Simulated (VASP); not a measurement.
# MgSi (P4/mmm) in VASP: notebook

The runs below take MgSi through single point, with r2SCAN.

Everything below comes from runs of VASP 6.6.1. Logs are shortened: lines on timing, memory, paths and dates and some standing lists are left out, and cuts for length are marked.

### 1 The cell of the first run

Symmetry: P4/mmm, No. 123, tetragonal system. Conventional cell: a = 2.821 Å, b = 2.821 Å, c = 4.042 Å, α = 90.00°, β = 90.00°, γ = 90.00°. Mg (site symmetry 4/mmm) has 4 Mg at 2.82 Å and 8 Si at 2.84 Å within 3.7 Å. Si (site symmetry 4/mmm) has 4 Si at 2.82 Å and 8 Mg at 2.84 Å within 3.7 Å.

### 2 Single point, r2SCAN (strain -0.030 along x and y, -0.015 along z)

POSCAR reads:

```
MgSi
1.0
    2.8211421800      0.0000000000      0.0000000000
    0.0000000000      2.8211421800      0.0000000000
    0.0000000000      0.0000000000      4.0418755950
Mg Si
1 1
Direct
    0.0000000000      0.0000000000      0.0000000000
    0.5000000000      0.5000000000      0.5000000000
```

INCAR.step1 reads:

```
  PREC = Accurate
  ENCUT = 520
  ISMEAR = 0
  SIGMA = 0.15
  LREAL = F
  LASPH = T
  NELM = 100
  NBANDS = 10
  GGA = PE
  ALGO = Normal
  EDIFF = 1E-4
  LWAVE = T
  LCHARG = F
```

INCAR.step2 reads:

```
  PREC = Accurate
  ENCUT = 520
  EDIFF = 1E-7
  ISMEAR = 0
  SIGMA = 0.15
  LREAL = F
  LASPH = T
  NELM = 100
  ALGO = Normal
  ISIF = 2
  LWAVE = F
  LCHARG = F
  METAGGA = R2SCAN
  LMIXTAU = T
  NBANDS = 10
  ISTART = 1
```

KPOINTS reads:

```
regular mesh
0
Gamma
  16 16 12
```

Potentials or basis: VASP PAW PBE potentials, release 64 (Mg, Si).

Run with:

```
$ cat potpaw_PBE.64/Mg/POTCAR potpaw_PBE.64/Si/POTCAR > POTCAR
$ cp INCAR.step1 INCAR
$ mpirun -np 1 vasp_std > vasp.out
$ cp INCAR.step2 INCAR
$ mpirun -np 1 vasp_std > vasp.out
```

OUTCAR:

```text
PREC = Accurate
   ENCUT = 520
   EDIFF = 1E-7
   ISMEAR = 0
   LREAL = F
   LASPH = T
   NELM = 100
   ISIF = 2
   METAGGA = R2SCAN
   ISTART = 1

 ion  position               nearest neighbor table
   1  0.000  0.000  0.000-   2 2.84   2 2.84   2 2.84   2 2.84   2 2.84   2 2.84   2 2.84   2 2.84

   2  0.500  0.500  0.500-   1 2.84   1 2.84   1 2.84   1 2.84   1 2.84   1 2.84   1 2.84   1 2.84

  LATTYP: Found a simple tetragonal cell.
 ALAT       =     2.8211421800
 C/A-ratio  =     1.4327089303

  Lattice vectors:

 A1 = (   2.8211421800,   0.0000000000,   0.0000000000)
 A2 = (   0.0000000000,   2.8211421800,   0.0000000000)
 A3 = (   0.0000000000,   0.0000000000,   4.0418755950)

Analysis of symmetry for initial positions (statically):
=====================================================================
 Subroutine PRICEL returns:
 Original cell was already a primitive cell.

 Routine SETGRP: Setting up the symmetry group for a
 simple tetragonal supercell.

 Subroutine GETGRP returns: Found 16 space group operations
 (whereof 16 operations were pure point group operations)
 out of a pool of 16 trial point group operations.

The static configuration has the point symmetry D_4h.

Analysis of symmetry for dynamics (positions and initial velocities):
=====================================================================
 Subroutine PRICEL returns:
 Original cell was already a primitive cell.

 Routine SETGRP: Setting up the symmetry group for a
 simple tetragonal supercell.

 Subroutine GETGRP returns: Found 16 space group operations
 (whereof 16 operations were pure point group operations)
 out of a pool of 16 trial point group operations.

The dynamic configuration has the point symmetry D_4h.

 Subroutine INISYM returns: Found 16 space group operations
 (whereof 16 operations are pure point group operations),
 and found     1 'primitive' translations

----------------------------------------------------------------------------------------

                                     Primitive cell

  volume of cell :      32.1687

  direct lattice vectors                    reciprocal lattice vectors
     2.821142180  0.000000000  0.000000000     0.354466360  0.000000000  0.000000000
     0.000000000  2.821142180  0.000000000     0.000000000  0.354466360  0.000000000
     0.000000000  0.000000000  4.041875595     0.000000000  0.000000000  0.247409891

  length of vectors
     2.821142180  2.821142180  4.041875595     0.354466360  0.354466360  0.247409891
[... 88 lines left out ...]
   ISYM   =      2    0-nonsym 1-usesym 2-fastsym
   POTIM  = 0.5000    time-step for ionic-motion
   TEBEG  =    0.0;   TEEND  =   0.0 temperature during run
   PSTRESS=    0.0 pullay stress
   NELECT =       6.0000    total number of electrons
   NUPDOWN=      -1.0000    fix difference up-down
   EMIN   =  10.00;   EMAX   =-10.00  energy-range for DOS
   EFERMI =   0.00;   METHOD = LEGACY
   ISMEAR =     0;   SIGMA  =   0.15  broadening in eV -4-tet -1-fermi 0-gaus
   EFERMI_NEDOS =   21; number of points for ismear=-14 and -15
   IALGO  =     38    algorithm
   IMIX   =      4    mixing-type and parameters
     AMIX     =   0.40;   BMIX     =  1.00
     AMIX_MAG =   1.60;   BMIX_MAG =  1.00
  volume/ion in A,a.u.               =      16.08       108.54
  Fermi-wavevector in a.u.,A,eV,Ry     =   0.935365  1.767583 11.903833  0.874907
  Thomas-Fermi vector in A             =   2.062265
   LORBIT       =      0    0 simple, 1 ext, 2 COOP (PROOUT), +10 PAW based schemes
   METAGGA = R2SCAN    functional components
   LHFCALC =     F    Hartree Fock is set to
   AEXX    =    0.0000 exact exchange contribution
   IVDW    =     0    specifies the selected vdW correction
   LEPSILON=     F    determine dielectric tensor
   LRPA    =     F    only Hartree local field effects (RPA)
 non-spin polarized calculation
 Gauss-broadening in eV      SIGMA  =   0.15
  energy-cutoff  :      520.00
  volume of cell :       32.17
 maximum number of plane-waves:       888
 NGX is ok and might be reduce to    24
   NGX = 11   NGY = 11   NGZ = 15

 number of electron       6.0000000 magnetization

 Free energy of the ion-electron system (eV)
  ---------------------------------------------------
  ext. energy  EPLUGINS =         0.00000000
  ---------------------------------------------------
  free energy    TOTEN  =       -12.59749564 eV

  energy without entropy =      -12.59039046  energy(sigma->0) =      -12.59394305

 E-fermi :   6.9564     XC(G=0): -10.7909

 val. band max:        6.9530556803   @ k =   0.5000   0.3125   0.5000
 cond. band min:       6.9616963091   @ k =   0.3750   0.0000   0.5000
 fundamental gap:      0.0086406288
 Fermi energy:         6.9564347479

 k-point     1 :       0.0000    0.0000    0.0000
  band No.  band energies     occupation
      1      -5.5973      2.00000
      2       3.4705      2.00000
      3       5.7776      2.00000
      4      12.0556      0.00000
      5      12.0556      0.00000
      6      12.6700      0.00000
      7      17.0259      0.00000
      8      20.5967      0.00000
      9      20.5967      0.00000
     10      20.9890      0.00000
[... 287 lines left out ...]
 k-point    24 :       0.5000    0.1250    0.0000
  band No.  band energies     occupation
      1      -1.4192      2.00000
      2       0.5712      2.00000
      3       6.8237      1.78930
      4       9.8530      0.00000
      5      10.1153      0.00000
      6      11.8960      0.00000
      7      12.1709      0.00000
      8      15.3804      0.00000
      9      20.7840      0.00000
     10      20.9744      0.00000

 [... further k-points ...]

------------------------ aborting loop because EDIFF is reached ----------------------------------------

  FORCE on cell =-STRESS in cart. coord.  units (eV):
  Direction    XX          YY          ZZ          XY          YZ          ZX
  --------------------------------------------------------------------------------------
  -------------------------------------------------------------------------------------
  Total        0.8695629      0.8695629      0.4486090      0.0000000     -0.0000000     -0.0000000
  in kB       43.3090540     43.3090540     22.3432131      0.0000000     -0.0000000     -0.0000000
  external PRESSURE =      36.3204404 kB  Pullay stress =       0.0000000 kB

 VOLUME and BASIS-vectors are now :
 -----------------------------------------------------------------------------
  energy-cutoff  :      520.00
  volume of cell :       32.17
      direct lattice vectors                 reciprocal lattice vectors
     2.821142180  0.000000000  0.000000000     0.354466360  0.000000000  0.000000000
     0.000000000  2.821142180  0.000000000     0.000000000  0.354466360  0.000000000
     0.000000000  0.000000000  4.041875595     0.000000000  0.000000000  0.247409891

 POSITION                                       TOTAL-FORCE (eV/Angst)
 -----------------------------------------------------------------------------------
      0.00000      0.00000      0.00000         0.000000      0.000000      0.000000
      1.41057      1.41057      2.02094         0.000000      0.000000      0.000000
 -----------------------------------------------------------------------------------
    total drift:                               -0.000000     -0.000000     -0.000000

  FREE ENERGIE OF THE ION-ELECTRON SYSTEM (eV)
  ---------------------------------------------------
  free  energy   TOTEN  =       -12.5974956380 eV

  energy  without entropy=      -12.5903904572  energy(sigma->0) =      -12.59394305
```

OUTCAR.step1:

```text
PREC = Accurate
   ENCUT = 520
   ISMEAR = 0
   LREAL = F
   LASPH = T
[... 535 lines left out ...]
 -----------------------------------------------------------------------------------
      0.00000      0.00000      0.00000         0.000000      0.000000      0.000000
      1.41057      1.41057      2.02094         0.000000      0.000000      0.000000
 -----------------------------------------------------------------------------------
    total drift:                               -0.000000     -0.000000     -0.000000

  FREE ENERGIE OF THE ION-ELECTRON SYSTEM (eV)
  ---------------------------------------------------
  free  energy   TOTEN  =        -6.6819507305 eV

  energy  without entropy=       -6.6736161018  energy(sigma->0) =       -6.67778342
```

It took 3.1 min on 1 thread of AMD EPYC 9R45 (Zen 5), shared host; peak memory 0.21 GiB.

Results:

```yaml
Free_energy: -12.5975 eV
Pressure: 3.6 GPa
Band_gap_on_the_k_mesh: zero (bands 3 and 4 overlap by 7.23 eV)
```

Caveat: the cell differs from its parent crystal (strain -0.030 along x and y, -0.015 along z); the cell stands under pressure; the PAW data sets were made with another functional, which shifts forces and pressure a little.

### 3 Single point, r2SCAN (strain -0.030 along x and y, +0.000 along z)

Changes to POSCAR since step 2:

```diff
@@ -4,3 +4,3 @@
     0.0000000000      2.8211421800      0.0000000000
-    0.0000000000      0.0000000000      4.0418755950
+    0.0000000000      0.0000000000      4.1034270000
 Mg Si
```

INCAR.step1 reads:

```
SYSTEM = MgSi
PREC = Accurate
ENCUT = 520
ISMEAR = 0
SIGMA = 0.15
LREAL = .False.
LASPH = .True.
NELM = 80
NBANDS = 10
GGA = PE
ALGO = Normal
EDIFF = 1E-4
LWAVE = .True.
LCHARG = .False.
```

INCAR.step2 reads:

```
SYSTEM = MgSi
PREC = Accurate
ENCUT = 520
EDIFF = 1E-6
ISMEAR = 0
SIGMA = 0.15
LREAL = .False.
LASPH = .True.
NELM = 80
ALGO = Normal
ISIF = 2
LWAVE = .False.
LCHARG = .True.
METAGGA = R2SCAN
LMIXTAU = .True.
LELF = .True.
LVHAR = .True.
NBANDS = 10
ISTART = 1
```

KPOINTS reads:

```
Automatic mesh
0
Gamma
  16 16 12
  0 0 0
```

Potentials or basis: VASP PAW PBE potentials, release 64 (Mg, Si).

Run with:

```
$ cat potpaw_PBE.64/Mg/POTCAR potpaw_PBE.64/Si/POTCAR > POTCAR
$ cp INCAR.step1 INCAR
$ mpirun -np 1 vasp_std > vasp.out
$ cp INCAR.step2 INCAR
$ mpirun -np 1 vasp_std > vasp.out
```

OUTCAR:

```text
SYSTEM = MgSi
   PREC = Accurate
   ENCUT = 520
   EDIFF = 1E-6
   ISMEAR = 0
   LREAL = .False.
   LASPH = .True.
   NELM = 80
   ISIF = 2
   METAGGA = R2SCAN
   ISTART = 1

 ion  position               nearest neighbor table
   1  0.000  0.000  0.000-   2 2.86   2 2.86   2 2.86   2 2.86   2 2.86   2 2.86   2 2.86   2 2.86

   2  0.500  0.500  0.500-   1 2.86   1 2.86   1 2.86   1 2.86   1 2.86   1 2.86   1 2.86   1 2.86

  LATTYP: Found a simple tetragonal cell.
 ALAT       =     2.8211421800
 C/A-ratio  =     1.4545268328

  Lattice vectors:

 A1 = (   2.8211421800,   0.0000000000,   0.0000000000)
 A2 = (   0.0000000000,   2.8211421800,   0.0000000000)
 A3 = (   0.0000000000,   0.0000000000,   4.1034270000)

Analysis of symmetry for initial positions (statically):
=====================================================================
 Subroutine PRICEL returns:
 Original cell was already a primitive cell.

 Routine SETGRP: Setting up the symmetry group for a
 simple tetragonal supercell.

 Subroutine GETGRP returns: Found 16 space group operations
 (whereof 16 operations were pure point group operations)
 out of a pool of 16 trial point group operations.

The static configuration has the point symmetry D_4h.

Analysis of symmetry for dynamics (positions and initial velocities):
=====================================================================
 Subroutine PRICEL returns:
 Original cell was already a primitive cell.

 Routine SETGRP: Setting up the symmetry group for a
 simple tetragonal supercell.

 Subroutine GETGRP returns: Found 16 space group operations
 (whereof 16 operations were pure point group operations)
 out of a pool of 16 trial point group operations.

The dynamic configuration has the point symmetry D_4h.

 Subroutine INISYM returns: Found 16 space group operations
 (whereof 16 operations are pure point group operations),
 and found     1 'primitive' translations

----------------------------------------------------------------------------------------

                                     Primitive cell

  volume of cell :      32.6585

  direct lattice vectors                    reciprocal lattice vectors
     2.821142180  0.000000000  0.000000000     0.354466360  0.000000000  0.000000000
     0.000000000  2.821142180  0.000000000     0.000000000  0.354466360  0.000000000
     0.000000000  0.000000000  4.103427000     0.000000000  0.000000000  0.243698743

  length of vectors
     2.821142180  2.821142180  4.103427000     0.354466360  0.354466360  0.243698743

  position of ions in fractional coordinates (direct lattice)
     0.000000000  0.000000000  0.000000000
     0.500000000  0.500000000  0.500000000

  ion indices of the primitive-cell ions
   primitive index   ion index
                 1           1
                 2           2

----------------------------------------------------------------------------------------

 KPOINTS: Automatic mesh

Automatic generation of k-mesh.
 Grid dimensions read from file:
 generate k-points for:   16   16   12

 Generating k-lattice:

  Cartesian coordinates                     Fractional coordinates (reciprocal lattice)
[... 22 lines left out ...]
  0.312500  0.000000  0.000000      4.000000
[... 16 lines left out ...]
  0.437500  0.125000  0.000000      8.000000
  0.500000  0.125000  0.000000      4.000000
 [... further k-points ...]
   k-points           NKPTS =    315   k-points in BZ     NKDIM =    315   number of bands    NBANDS=     10
   number of dos      NEDOS =    301   number of ions     NIONS =      2
   total plane-waves  NPLWV =  18432
   dimension x,y,z NGX =    24 NGY =   24 NGZ =   32
   dimension x,y,z NGXF=    48 NGYF=   48 NGZF=   64
   ions per type =               1   1
   NGX,Y,Z   is equivalent  to a cutoff of  14.14, 14.14, 12.96 a.u.
   NGXF,Y,Z  is equivalent  to a cutoff of  28.29, 28.29, 25.93 a.u.
 SYSTEM =  MgSi
   PREC   = accura    normal or accurate (medium, high low for compatibility)
   ISTART =      1    job   : 0-new  1-cont  2-samecut
   ICHARG =      0    charge: 1-file 2-atom 10-const
   ISPIN  =      1    spin polarized calculation?
   LNONCOLLINEAR =      F non collinear calculations
   LSORBIT =      F    spin-orbit coupling
   LASPH  =      T    aspherical Exc in radial PAW
   ENCUT  =  520.0 eV  38.22 Ry    6.18 a.u.   5.25  5.25  7.63*2*pi/ulx,y,z
   NELM   =     80;   NELMIN=  2; NELMDL=  0     # of ELM steps
   EDIFF  = 0.1E-05   stopping-criterion for ELM
   LREAL  =      F    real-space projection
   EDIFFG = 0.1E-04   stopping-criterion for IOM
   NSW    =      0    number of steps for IOM
   IBRION =     -1    ionic relax: 0-MD 1-quasi-New 2-CG
   NFREE  =      0    steps in history (QN), initial steepest desc. (CG)
   ISIF   =      2    stress and relaxation
   ISYM   =      2    0-nonsym 1-usesym 2-fastsym
   POTIM  = 0.5000    time-step for ionic-motion
   TEBEG  =    0.0;   TEEND  =   0.0 temperature during run
   PSTRESS=    0.0 pullay stress
   NELECT =       6.0000    total number of electrons
   NUPDOWN=      -1.0000    fix difference up-down
   EMIN   =  10.00;   EMAX   =-10.00  energy-range for DOS
   EFERMI =   0.00;   METHOD = LEGACY
   ISMEAR =     0;   SIGMA  =   0.15  broadening in eV -4-tet -1-fermi 0-gaus
   EFERMI_NEDOS =   21; number of points for ismear=-14 and -15
   IALGO  =     38    algorithm
   IMIX   =      4    mixing-type and parameters
     AMIX     =   0.40;   BMIX     =  1.00
     AMIX_MAG =   1.60;   BMIX_MAG =  1.00
  volume/ion in A,a.u.               =      16.33       110.20
  Fermi-wavevector in a.u.,A,eV,Ry     =   0.930664  1.758700 11.784495  0.866136
  Thomas-Fermi vector in A             =   2.057076
   LORBIT       =      0    0 simple, 1 ext, 2 COOP (PROOUT), +10 PAW based schemes
   METAGGA = R2SCAN    functional components
   LHFCALC =     F    Hartree Fock is set to
   AEXX    =    0.0000 exact exchange contribution
   IVDW    =     0    specifies the selected vdW correction
   LEPSILON=     F    determine dielectric tensor
   LRPA    =     F    only Hartree local field effects (RPA)
 non-spin polarized calculation
 Gauss-broadening in eV      SIGMA  =   0.15
  energy-cutoff  :      520.00
  volume of cell :       32.66
 maximum number of plane-waves:       900
 NGX is ok and might be reduce to    24
   NGX = 11   NGY = 11   NGZ = 15

 number of electron       6.0000000 magnetization

 Free energy of the ion-electron system (eV)
  ---------------------------------------------------
  ext. energy  EPLUGINS =         0.00000000
  ---------------------------------------------------
  free energy    TOTEN  =       -12.60128496 eV

  energy without entropy =      -12.59557401  energy(sigma->0) =      -12.59842949

 E-fermi :   6.8185     XC(G=0): -10.7325

 val. band max:        6.7961112397   @ k =   0.3750   0.3125   0.3333
 cond. band min:       6.8381728524   @ k =   0.5000   0.3125   0.5000
 fundamental gap:      0.0420616128
 Fermi energy:         6.8184978603

 k-point     1 :       0.0000    0.0000    0.0000
  band No.  band energies     occupation
      1      -5.6449      2.00000
      2       3.2302      2.00000
      3       5.4385      2.00000
      4      12.0068      0.00000
      5      12.0068      0.00000
      6      12.6447      0.00000
      7      16.9207      0.00000
      8      20.4399      0.00000
      9      20.4399      0.00000
     10      20.6519      0.00000
[... 287 lines left out ...]
 k-point    24 :       0.5000    0.1250    0.0000
  band No.  band energies     occupation
      1      -1.4684      2.00000
      2       0.5288      2.00000
      3       6.6152      1.94473
      4       9.5315      0.00000
      5       9.8671      0.00000
      6      11.5442      0.00000
      7      12.0996      0.00000
      8      15.3318      0.00000
      9      20.5949      0.00000
     10      20.8543      0.00000

 [... further k-points ...]

------------------------ aborting loop because EDIFF is reached ----------------------------------------

  FORCE on cell =-STRESS in cart. coord.  units (eV):
  Direction    XX          YY          ZZ          XY          YZ          ZX
  --------------------------------------------------------------------------------------
  -------------------------------------------------------------------------------------
  Total        0.6741048      0.6741048      0.0439339      0.0000000      0.0000000      0.0000000
  in kB       33.0705439     33.0705439      2.1553297      0.0000000      0.0000000      0.0000000
  external PRESSURE =      22.7654725 kB  Pullay stress =       0.0000000 kB

 VOLUME and BASIS-vectors are now :
 -----------------------------------------------------------------------------
  energy-cutoff  :      520.00
  volume of cell :       32.66
      direct lattice vectors                 reciprocal lattice vectors
     2.821142180  0.000000000  0.000000000     0.354466360  0.000000000  0.000000000
     0.000000000  2.821142180  0.000000000     0.000000000  0.354466360  0.000000000
     0.000000000  0.000000000  4.103427000     0.000000000  0.000000000  0.243698743

 POSITION                                       TOTAL-FORCE (eV/Angst)
 -----------------------------------------------------------------------------------
      0.00000      0.00000      0.00000         0.000000      0.000000      0.000000
      1.41057      1.41057      2.05171         0.000000      0.000000      0.000000
 -----------------------------------------------------------------------------------
    total drift:                               -0.000000     -0.000000     -0.000000

  FREE ENERGIE OF THE ION-ELECTRON SYSTEM (eV)
  ---------------------------------------------------
  free  energy   TOTEN  =       -12.6012849640 eV

  energy  without entropy=      -12.5955740106  energy(sigma->0) =      -12.59842949
```

It took 2.5 min on 1 thread of AMD EPYC 9R45 (Zen 5), shared host; peak memory 0.22 GiB.

What came out:

```yaml
Free_energy: -12.6013 eV
Pressure: 2.3 GPa
Band_gap_on_the_k_mesh: zero (bands 3 and 4 overlap by 7.27 eV)
```

Stress tensor (GPa, compression positive):
```
3.31 0.00 0.00
0.00 3.31 0.00
0.00 0.00 0.22
```

Caveat: the cell differs from its parent crystal (strain -0.030 along x and y, +0.000 along z); the PAW data sets were made with another functional, which shifts forces and pressure a little.

[end of part 1 of 2]
